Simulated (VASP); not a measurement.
# Cd2S (Pn-3m) in VASP: notebook

The runs below take Cd2S through single point, with PBE.

Program: VASP 6.6.1. These are calculated values, not measurements. Logs are shortened: lines on timing, memory, paths and dates and some standing lists are left out, and cuts for length are marked.

### Step 1. The cell of the first run

The structure is cubic, space group Pn-3m (No. 224). The conventional cell has a = 5.610 Å, b = 5.610 Å, c = 5.610 Å, α = 90.00°, β = 90.00°, γ = 90.00°. Cd (site symmetry -3m) has 2 S at 2.43 Å within 3.2 Å. Within 3.2 Å of S (site symmetry -43m) lie 4 Cd at 2.43 Å.

The cell was built from a structure type or drawn by symmetry, and may not be a known phase.

### Step 2. Single point, PBE

INCAR reads:

```
PREC = Accurate ; ENCUT = 520
EDIFF = 1E-7 ; ISMEAR = 0
SIGMA = 0.1 ; LREAL = F
LASPH = T ; NELM = 60
ALGO = Normal ; ISIF = 2
LWAVE = F ; LCHARG = T
GGA = PE ; LELF = T
LVHAR = T ; NBANDS = 39
```

KPOINTS reads:

```
regular mesh
0
Gamma
  4 4 4
```

POSCAR reads:

```
Cd2S
1.0
    5.6096773800      0.0000000000      0.0000000000
    0.0000000000      5.6096773800      0.0000000000
    0.0000000000      0.0000000000      5.6096773800
Cd S
4 2
Direct
    0.2500000000      0.2500000000      0.2500000000
    0.7500000000      0.7500000000      0.2500000000
    0.7500000000      0.2500000000      0.7500000000
    0.2500000000      0.7500000000      0.7500000000
    0.0000000000      0.0000000000      0.0000000000
    0.5000000000      0.5000000000      0.5000000000
```

Potentials or basis: VASP PAW PBE potentials, release 64 (Cd, S).

On the command line:

```sh
$ cat potpaw_PBE.64/Cd/POTCAR potpaw_PBE.64/S/POTCAR > POTCAR
$ mpirun -np 1 vasp_std > vasp.out
```

OUTCAR:

```text
PREC = Accurate
   ENCUT = 520
   EDIFF = 1E-7
   ISMEAR = 0
   LREAL = F
   LASPH = T
   NELM = 60
   ISIF = 2
   GGA = PE

 ion  position               nearest neighbor table
   1  0.250  0.250  0.250-   5 2.43   6 2.43
   2  0.750  0.750  0.250-   5 2.43   6 2.43
   3  0.750  0.250  0.750-   5 2.43   6 2.43
   4  0.250  0.750  0.750-   5 2.43   6 2.43
   5  0.000  0.000  0.000-   1 2.43   2 2.43   3 2.43   4 2.43
   6  0.500  0.500  0.500-   1 2.43   2 2.43   3 2.43   4 2.43

  LATTYP: Found a simple cubic cell.
 ALAT       =     5.6096773800

  Lattice vectors:

 A1 = (   5.6096773800,   0.0000000000,   0.0000000000)
 A2 = (   0.0000000000,   5.6096773800,   0.0000000000)
 A3 = (   0.0000000000,   0.0000000000,   5.6096773800)

Analysis of symmetry for initial positions (statically):
=====================================================================
 Subroutine PRICEL returns:
 Original cell was already a primitive cell.

 Routine SETGRP: Setting up the symmetry group for a
 simple cubic supercell.

 Subroutine GETGRP returns: Found 48 space group operations
 (whereof 24 operations were pure point group operations)
 out of a pool of 48 trial point group operations.

The static configuration has the point symmetry T_d .
 The point group associated with its full space group is O_h .

Analysis of symmetry for dynamics (positions and initial velocities):
=====================================================================
 Subroutine PRICEL returns:
 Original cell was already a primitive cell.

 Routine SETGRP: Setting up the symmetry group for a
 simple cubic supercell.

 Subroutine GETGRP returns: Found 48 space group operations
 (whereof 24 operations were pure point group operations)
 out of a pool of 48 trial point group operations.

The dynamic configuration has the point symmetry T_d .
 The point group associated with its full space group is O_h .

 Subroutine INISYM returns: Found 48 space group operations
 (whereof 24 operations are pure point group operations),
 and found     1 'primitive' translations

----------------------------------------------------------------------------------------

                                     Primitive cell

  volume of cell :     176.5280

  direct lattice vectors                    reciprocal lattice vectors
     5.609677380  0.000000000  0.000000000     0.178263371  0.000000000  0.000000000
     0.000000000  5.609677380  0.000000000     0.000000000  0.178263371  0.000000000
     0.000000000  0.000000000  5.609677380     0.000000000  0.000000000  0.178263371

  length of vectors
     5.609677380  5.609677380  5.609677380     0.178263371  0.178263371  0.178263371

  position of ions in fractional coordinates (direct lattice)
     0.250000000  0.250000000  0.250000000
     0.750000000  0.750000000  0.250000000
     0.750000000  0.250000000  0.750000000
     0.250000000  0.750000000  0.750000000
     0.000000000  0.000000000  0.000000000
     0.500000000  0.500000000  0.500000000

  ion indices of the primitive-cell ions
   primitive index   ion index
                 1           1
                 2           2
                 3           3
                 4           4
                 5           5
                 6           6

----------------------------------------------------------------------------------------

 KPOINTS: regular mesh

Automatic generation of k-mesh.
 Grid dimensions read from file:
 generate k-points for:    4    4    4

 Generating k-lattice:

  Cartesian coordinates                     Fractional coordinates (reciprocal lattice)
     0.044565843  0.000000000  0.000000000     0.250000000  0.000000000  0.000000000
     0.000000000  0.044565843  0.000000000     0.000000000  0.250000000  0.000000000
     0.000000000  0.000000000  0.044565843     0.000000000  0.000000000  0.250000000

  Length of vectors
     0.044565843  0.044565843  0.044565843

  Shift w.r.t. Gamma in fractional coordinates (k-lattice)
     0.000000000  0.000000000  0.000000000

 Subroutine IBZKPT returns following result:
 ===========================================

 Found     10 irreducible k-points:

 Following reciprocal coordinates:
            Coordinates               Weight
  0.000000  0.000000  0.000000      1.000000
  0.250000  0.000000  0.000000      6.000000
  0.500000  0.000000  0.000000      3.000000
  0.250000  0.250000  0.000000     12.000000
  0.500000  0.250000  0.000000     12.000000
  0.500000  0.500000  0.000000      3.000000
  0.250000  0.250000  0.250000      8.000000
  0.500000  0.250000  0.250000     12.000000
  0.500000  0.500000  0.250000      6.000000
  0.500000  0.500000  0.500000      1.000000
   k-points           NKPTS =     10   k-points in BZ     NKDIM =     10   number of bands    NBANDS=     39
   number of dos      NEDOS =    301   number of ions     NIONS =      6
   total plane-waves  NPLWV =  74088
   dimension x,y,z NGX =    42 NGY =   42 NGZ =   42
   dimension x,y,z NGXF=    84 NGYF=   84 NGZF=   84
   ions per type =               4   2
   NGX,Y,Z   is equivalent  to a cutoff of  12.45, 12.45, 12.45 a.u.
   NGXF,Y,Z  is equivalent  to a cutoff of  24.89, 24.89, 24.89 a.u.
 SYSTEM =  unknown system
   PREC   = accura    normal or accurate (medium, high low for compatibility)
   ISTART =      0    job   : 0-new  1-cont  2-samecut
   ICHARG =      2    charge: 1-file 2-atom 10-const
   ISPIN  =      1    spin polarized calculation?
   LNONCOLLINEAR =      F non collinear calculations
   LSORBIT =      F    spin-orbit coupling
   LASPH  =      T    aspherical Exc in radial PAW
   ENCUT  =  520.0 eV  38.22 Ry    6.18 a.u.  10.43 10.43 10.43*2*pi/ulx,y,z
   NELM   =     60;   NELMIN=  2; NELMDL= -5     # of ELM steps
   EDIFF  = 0.1E-06   stopping-criterion for ELM
   LREAL  =      F    real-space projection
   EDIFFG = 0.1E-05   stopping-criterion for IOM
   NSW    =      0    number of steps for IOM
   IBRION =     -1    ionic relax: 0-MD 1-quasi-New 2-CG
   NFREE  =      0    steps in history (QN), initial steepest desc. (CG)
   ISIF   =      2    stress and relaxation
   ISYM   =      2    0-nonsym 1-usesym 2-fastsym
   POTIM  = 0.5000    time-step for ionic-motion
   TEBEG  =    0.0;   TEEND  =   0.0 temperature during run
   PSTRESS=    0.0 pullay stress
   NELECT =      60.0000    total number of electrons
   NUPDOWN=      -1.0000    fix difference up-down
   EMIN   =  10.00;   EMAX   =-10.00  energy-range for DOS
   EFERMI =   0.00;   METHOD = LEGACY
   ISMEAR =     0;   SIGMA  =   0.10  broadening in eV -4-tet -1-fermi 0-gaus
   EFERMI_NEDOS =   21; number of points for ismear=-14 and -15
   IALGO  =     38    algorithm
   IMIX   =      4    mixing-type and parameters
     AMIX     =   0.40;   BMIX     =  1.00
     AMIX_MAG =   1.60;   BMIX_MAG =  1.00
  volume/ion in A,a.u.               =      29.42       198.54
  Fermi-wavevector in a.u.,A,eV,Ry     =   1.142494  2.159001 17.759591  1.305293
  Thomas-Fermi vector in A             =   2.279192
   LORBIT       =      0    0 simple, 1 ext, 2 COOP (PROOUT), +10 PAW based schemes
   GGA     = PE    functional components
   LHFCALC =     F    Hartree Fock is set to
   AEXX    =    0.0000 exact exchange contribution
   IVDW    =     0    specifies the selected vdW correction
   LEPSILON=     F    determine dielectric tensor
   LRPA    =     F    only Hartree local field effects (RPA)
 non-spin polarized calculation
 Gauss-broadening in eV      SIGMA  =   0.10
  energy-cutoff  :      520.00
  volume of cell :      176.53
 maximum number of plane-waves:      4780
 NGX is ok and might be reduce to    42
   NGX = 21   NGY = 21   NGZ = 21

 number of electron      59.9999988 magnetization

 Free energy of the ion-electron system (eV)
  ---------------------------------------------------
  ext. energy  EPLUGINS =         0.00000000
  ---------------------------------------------------
  free energy    TOTEN  =        -9.50635283 eV

  energy without entropy =       -9.49788695  energy(sigma->0) =       -9.50211989

 E-fermi :   2.2905     XC(G=0):  -8.8089

 val. band max:        2.1626941857   @ k =   0.5000   0.5000   0.2500
 cond. band min:       2.3058692696   @ k =   0.2500   0.2500   0.2500
 fundamental gap:      0.1431750840
 Fermi energy:         2.2904634649

 k-point     1 :       0.0000    0.0000    0.0000
  band No.  band energies     occupation
      1     -12.9415      2.00000
      2     -12.0556      2.00000
      3      -7.9459      2.00000
      4      -7.9459      2.00000
      5      -7.9459      2.00000
      6      -7.3013      2.00000
[... 31 lines left out ...]
     38       7.5510      0.00000
     39       7.5510      0.00000

 k-point     2 :       0.2500    0.0000    0.0000
  band No.  band energies     occupation
      1     -12.8329      2.00000
      2     -12.2141      2.00000
      3      -7.8968      2.00000
      4      -7.8968      2.00000
      5      -7.7146      2.00000
      6      -7.2992      2.00000
[... 31 lines left out ...]
     38       6.8535      0.00000
     39       6.9901      0.00000

 k-point     3 :       0.5000    0.0000    0.0000
  band No.  band energies     occupation
      1     -12.5471      2.00000
      2     -12.5471      2.00000
      3      -7.8373      2.00000
      4      -7.8373      2.00000
      5      -7.3688      2.00000
      6      -7.3688      2.00000
[... 31 lines left out ...]
     38       5.0650      0.00000
     39       7.3925      0.00000

 k-point     4 :       0.2500    0.2500    0.0000
  band No.  band energies     occupation
      1     -12.7508      2.00000
      2     -12.3151      2.00000
      3      -7.8946      2.00000
      4      -7.8652      2.00000
      5      -7.5268      2.00000
      6      -7.3155      2.00000
[... 31 lines left out ...]
     38       6.8341      0.00000
     39       7.0046      0.00000
[... 166 lines left out ...]
     38       6.6908      0.00000
     39       7.2853      0.00000

 k-point     9 :       0.5000    0.5000    0.2500
  band No.  band energies     occupation
      1     -12.7808      2.00000
      2     -12.2430      2.00000
      3      -7.8873      2.00000
      4      -7.8873      2.00000
      5      -7.7107      2.00000
      6      -7.2695      2.00000
[... 31 lines left out ...]
     38       6.8909      0.00000
     39       6.9117      0.00000

 k-point    10 :       0.5000    0.5000    0.5000
  band No.  band energies     occupation
      1     -12.8710      2.00000
      2     -12.0995      2.00000
      3      -7.9245      2.00000
      4      -7.9245      2.00000
      5      -7.9245      2.00000
      6      -7.2460      2.00000
[... 31 lines left out ...]
     38       6.8341      0.00000
     39       8.5165      0.00000

------------------------ aborting loop because EDIFF is reached ----------------------------------------

  FORCE on cell =-STRESS in cart. coord.  units (eV):
  Direction    XX          YY          ZZ          XY          YZ          ZX
  --------------------------------------------------------------------------------------
  -------------------------------------------------------------------------------------
  Total        5.9278697      5.9278697      5.9278697      0.0000000      0.0000000     -0.0000000
  in kB       53.8016481     53.8016481     53.8016481      0.0000000      0.0000000     -0.0000000
  external PRESSURE =      53.8016481 kB  Pullay stress =       0.0000000 kB

 VOLUME and BASIS-vectors are now :
 -----------------------------------------------------------------------------
  energy-cutoff  :      520.00
  volume of cell :      176.53
      direct lattice vectors                 reciprocal lattice vectors
     5.609677380  0.000000000  0.000000000     0.178263371  0.000000000  0.000000000
     0.000000000  5.609677380  0.000000000     0.000000000  0.178263371  0.000000000
     0.000000000  0.000000000  5.609677380     0.000000000  0.000000000  0.178263371

 POSITION                                       TOTAL-FORCE (eV/Angst)
 -----------------------------------------------------------------------------------
      1.40242      1.40242      1.40242        -0.000000     -0.000000      0.000000
      4.20726      4.20726      1.40242        -0.000000     -0.000000     -0.000000
      4.20726      1.40242      4.20726         0.000000      0.000000     -0.000000
      1.40242      4.20726      4.20726         0.000000     -0.000000      0.000000
      0.00000      0.00000      0.00000         0.000000     -0.000000     -0.000000
      2.80484      2.80484      2.80484         0.000000     -0.000000     -0.000000
 -----------------------------------------------------------------------------------
    total drift:                                0.000000      0.000000     -0.000000

  FREE ENERGIE OF THE ION-ELECTRON SYSTEM (eV)
  ---------------------------------------------------
  free  energy   TOTEN  =        -9.5063528272 eV

  energy  without entropy=       -9.4978869473  energy(sigma->0) =       -9.50211989
```

Run time: 32 s. Hardware: 1 thread of Intel Xeon 6975P-C (Granite Rapids), shared host; peak memory 0.27 GiB.

What came out:

```
Free energy            : -9.5064 eV
Pressure               : 5.4 GPa
Band gap on the k mesh : zero (bands 30 and 31 overlap by 1.30 eV)
```

Levels at points of the mesh, in eV from the Fermi level:
```csv
k point,band 26,band 27,band 28,band 29,band 30,band 31,band 32,band 33,band 34,band 35
"(0.00, 0.00, 0.00)",-4.79,-4.79,-4.79,-3.15,-0.93,-0.93,2.12,2.12,2.12,3.54
"(0.50, 0.00, 0.00)",-4.91,-4.62,-4.62,-0.55,-0.55,0.51,0.51,1.15,1.15,2.76
"(0.50, 0.50, 0.00)",-4.76,-4.50,-4.50,-1.35,-1.35,0.67,0.67,1.46,1.46,3.35
"(0.50, 0.50, 0.50)",-5.32,-5.32,-5.32,0.38,0.38,0.38,0.89,0.92,0.92,0.92
```

Caveat: the cell stands under pressure.

[end of part 1 of 2]
